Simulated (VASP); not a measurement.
# Zr (P6_3/mmc) in VASP: settings compared, part 2 of 2

VASP 6.6.1. The steps go on from the part before.

**3. Single point, PBE**

INCAR

```
SYSTEM = Zr
PREC = Accurate
ENCUT = 520
EDIFF = 1E-7
ISMEAR = 0
SIGMA = 0.022
LREAL = .FALSE.
LASPH = .TRUE.
NELM = 80
ALGO = Normal
ISIF = 2
LWAVE = .FALSE.
LCHARG = .FALSE.
GGA = PE
NBANDS = 19
```

KPOINTS

```
Automatic mesh
0
G
  9 9 5
  0 0 0
```

POSCAR

```
Zr
1.0
    3.2320000000      0.0000000000      0.0000000000
   -1.6160000000      2.7989941050      0.0000000000
    0.0000000000      0.0000000000      5.1470000000
Zr
2
Direct
    0.6666666667      0.3333333333      0.7500000000
    0.3333333333      0.6666666667      0.2500000000
```

Potentials or basis: VASP PAW PBE potentials, release 64 (Zr_sv).

Run with:

```console
> cat potpaw_PBE.64/Zr_sv/POTCAR > POTCAR
> mpirun -np 1 vasp_std > vasp.out
```

Run time: 8.7 s. Hardware: 1 thread of Intel Xeon 6975P-C (Granite Rapids), shared host; peak memory 0.16 GiB.

It converged, with:

* Free energy: -17.0445 eV
* Pressure: 0.6 GPa
* Band gap on the k mesh: zero (band 12 reaches 9.85 eV, above the bottom of band 13 at 8.74 eV)

Stress tensor (GPa, compression positive):
```
0.23 0.00 0.00
0.00 0.23 0.00
0.00 0.00 1.32
```

Levels at points of the mesh, in eV from the Fermi level:
| k point | band 9 | band 10 | band 11 | band 12 | band 13 | band 14 | band 15 | band 16 |
| --- | --- | --- | --- | --- | --- | --- | --- | --- |
| (0.00, 0.00, 0.00) | -5.70 | -3.07 | 0.82 | 0.82 | 0.97 | 1.13 | 1.51 | 1.51 |

**4. Single point, PBE**

INCAR

```
SYSTEM = Zr
ALGO = Fast
EDIFF = 1E-6
ENCUT = 520
GGA = PE
ISIF = 2
ISMEAR = 0
LASPH = .TRUE.
LCHARG = .FALSE.
LREAL = .FALSE.
LWAVE = .FALSE.
NBANDS = 19
NELM = 80
PREC = Accurate
SIGMA = 0.023
```

KPOINTS

```
k-points
0
G
  9 9 5
  0 0 0
```

POSCAR is that of step 3.

Run with:

```console
> cat potpaw_PBE.64/Zr_sv/POTCAR > POTCAR
> mpirun -np 1 vasp_std > vasp.out
```

It took 16 s on 1 thread of Intel Xeon 6975P-C (Granite Rapids), shared host; peak memory 0.16 GiB.

It converged, with:

- Free energy: -17.0445 eV
- Pressure: 0.6 GPa
- Band gap on the k mesh: zero (band 12 reaches 9.85 eV, above the bottom of band 13 at 8.74 eV)

Stress tensor (GPa, compression positive):
```
0.23 0.00 0.00
0.00 0.23 0.00
0.00 0.00 1.32
```

Levels at points of the mesh, in eV from the Fermi level:
```csv
k point,band 8,band 9,band 10,band 11,band 12,band 13,band 14,band 15,band 16,band 17
"(0.00, 0.00, 0.00)",-26.39,-5.70,-3.07,0.82,0.82,0.97,1.13,1.51,1.51,2.09
```

**5. Single point, PBE**

INCAR

```
SYSTEM = Zr
ALGO = Normal
EDIFF = 1E-6
ENCUT = 520
GGA = PE
ISIF = 2
ISMEAR = 0
LASPH = .True.
LCHARG = .False.
LREAL = .False.
LWAVE = .False.
NBANDS = 19
NELM = 60
PREC = Accurate
SIGMA = 0.024
```

KPOINTS

```
k-points
0
Gamma
  9 9 5
  0 0 0
```

POSCAR is that of step 4.

Potentials or basis: VASP PAW PBE potentials, release 64 (Zr_sv).

Run with:

```console
> cat potpaw_PBE.64/Zr_sv/POTCAR > POTCAR
> mpirun -np 1 vasp_std > vasp.out
```

OUTCAR:

```text
SYSTEM = Zr
   EDIFF = 1E-6
   ENCUT = 520
   GGA = PE
   ISIF = 2
   ISMEAR = 0
   LASPH = .True.
   LREAL = .False.
   NELM = 60
   PREC = Accurate

 ion  position               nearest neighbor table
   1  0.667  0.333  0.750-   2 3.18   2 3.18   2 3.18   2 3.18   2 3.18   2 3.18
   2  0.333  0.667  0.250-   1 3.18   1 3.18   1 3.18   1 3.18   1 3.18   1 3.18

  LATTYP: Found a hexagonal cell.
 ALAT       =     3.2320000000
 C/A-ratio  =     1.5925123762

  Lattice vectors:

 A1 = (   3.2320000000,   0.0000000000,   0.0000000000)
 A2 = (  -1.6160000000,   2.7989941050,   0.0000000000)
[... 191 lines left out ...]
      5     -17.5037      2.00000
      6     -17.3681      2.00000
[... 505 lines left out ...]
      6     -17.7747      2.00000
[... 11 lines left out ...]
     18      13.3869      0.00000
     19      15.7064      0.00000

 [... further k-points ...]
[... 5 lines left out ...]
  --------------------------------------------------------------------------------------
  -------------------------------------------------------------------------------------
  Total        0.0743085      0.0743085      0.3890897      0.0000000      0.0000000      0.0000000
  in kB        2.5569470      2.5569470     13.3885290      0.0000000      0.0000000      0.0000000
  external PRESSURE =       6.1674743 kB  Pullay stress =       0.0000000 kB

 VOLUME and BASIS-vectors are now :
 -----------------------------------------------------------------------------
  energy-cutoff  :      520.00
  volume of cell :       46.56
      direct lattice vectors                 reciprocal lattice vectors
     3.232000000  0.000000000  0.000000000     0.309405941  0.178635603  0.000000000
    -1.616000000  2.798994105  0.000000000     0.000000000  0.357271206  0.000000000
     0.000000000  0.000000000  5.147000000     0.000000000  0.000000000  0.194287935

 POSITION                                       TOTAL-FORCE (eV/Angst)
 -----------------------------------------------------------------------------------
      1.61600      0.93300      3.86025        -0.000000      0.000000      0.000000
     -0.00000      1.86600      1.28675         0.000000     -0.000000      0.000000
 -----------------------------------------------------------------------------------
    total drift:                               -0.000000      0.000000     -0.000000

  FREE ENERGIE OF THE ION-ELECTRON SYSTEM (eV)
  ---------------------------------------------------
  free  energy   TOTEN  =       -17.0445336626 eV

  energy  without entropy=      -17.0435635296  energy(sigma->0) =      -17.04404860
```

stdout:

```text
POSCAR found type information on POSCAR Zr
 POSCAR found :  1 types and       2 ions
 scaLAPACK will be used
 LDA part: xc-table for (Slater+PW92), standard interpolation
 POSCAR, INCAR and KPOINTS ok, starting setup
 FFT: planning ... GRIDC
 FFT: planning ... GRID_SOFT
 FFT: planning ... GRID
 WAVECAR not read
 entering main loop
```

Run time: 8.6 s. Hardware: 1 thread of Intel Xeon 6975P-C (Granite Rapids), shared host; peak memory 0.16 GiB.

What came out:

```
Free energy            : -17.0445 eV
Pressure               : 0.6 GPa
Band gap on the k mesh : zero (band 12 reaches 9.85 eV, above the bottom of band 13 at 8.74 eV)
```

Levels at points of the mesh, in eV from the Fermi level:
```
           k point  band 8  band 9  band 10  band 11  band 12  band 13  band 14  band 15  band 16  band 17
(0.00, 0.00, 0.00)  -26.39   -5.70    -3.07     0.82     0.82     0.97     1.13     1.51     1.51     2.09
```

**6. Single point, r2SCAN, non-collinear spin, zero start, spin-orbit coupling**

POSCAR is that of step 5.

INCAR.step1

```
SYSTEM = Zr
  PREC = Accurate
  ENCUT = 520
  ISMEAR = -1
  SIGMA = 0.05
  LREAL = .False.
  LASPH = .True.
  NELM = 150
  LNONCOLLINEAR = .True.
  MAGMOM = 0 0 0 0 0 0
  LSORBIT = .True.
  GGA_COMPAT = .False.
  LMAXMIX = 4
  NBANDS = 36
  GGA = PE
  ALGO = Normal
  EDIFF = 1E-4
  LWAVE = .True.
  LCHARG = .False.
```

INCAR.step2

```
SYSTEM = Zr
  PREC = Accurate
  ENCUT = 520
  EDIFF = 1E-6
  ISMEAR = -1
  SIGMA = 0.05
  LREAL = .False.
  LASPH = .True.
  NELM = 150
  ALGO = Normal
  ISIF = 2
  LWAVE = .False.
  LCHARG = .False.
  LNONCOLLINEAR = .True.
  MAGMOM = 0 0 0 0 0 0
  LORBIT = 11
  LSORBIT = .True.
  GGA_COMPAT = .False.
  LORBMOM = .True.
  LMAXMIX = 4
  METAGGA = R2SCAN
  LMIXTAU = .True.
  NBANDS = 36
  ISTART = 1
```

KPOINTS

```
Automatic mesh
0
Gamma
  7 7 4
  0 0 0
```

Potentials or basis: VASP PAW PBE potentials, release 64 (Zr_sv).

Run with:

```console
> cat potpaw_PBE.64/Zr_sv/POTCAR > POTCAR
> cp INCAR.step1 INCAR
> mpirun -np 1 vasp_ncl > vasp.out
> cp INCAR.step2 INCAR
> mpirun -np 1 vasp_ncl > vasp.out
```

It took 2.8 min on 1 thread of Intel Xeon 6975P-C (Granite Rapids), shared host; peak memory 0.31 GiB.

Results (log left out):

* Free energy: -45.6407 eV
* Pressure: 1.0 GPa
* Net moment: 0.00 μB per cell
* Valence electrons inside the program's atomic spheres: Zr 9.78

Moments on the atoms (μB; x, y, z):
```
Zr  0.00 0.00 0.00
Zr  0.00 0.00 0.00
```

Caveat: the PAW data sets were made with another functional, which shifts forces and pressure a little.

**7. Overview**

| level | spin | k mesh | smearing | gap on the mesh (eV) | pressure (GPa) |
| --- | --- | --- | --- | --- | --- |
| PBE | off | 9 × 9 × 5 | gaussian 0.017 eV | none | 0.6 |
| PBE | off | 9 × 9 × 5 | gaussian 0.022 eV | none | 0.6 |
| PBE | off | 9 × 9 × 5 | gaussian 0.023 eV | none | 0.6 |
| PBE | off | 9 × 9 × 5 | gaussian 0.024 eV | none | 0.6 |
| r2SCAN | non-collinear, zero start, SOC | 7 × 7 × 4 | fermi-dirac 0.05 eV | - | 1.0 |

Alike in all rows: task single point; potentials or basis VASP PAW PBE potentials, release 64 (Zr_sv); cell as given; cutoff (eV) 520.

Every run on the cell as given and a fine mesh finds a metal. The pressure there spans 0.6 GPa (PBE) to 1.0 GPa (r2SCAN); a positive pressure means that this level wants a larger cell, a negative one a smaller.

Caveats: the PAW data sets were made with another functional, which shifts forces and pressure a little (some runs).

Total energies depend on the potentials used, so only differences within one code and one set of settings carry meaning.
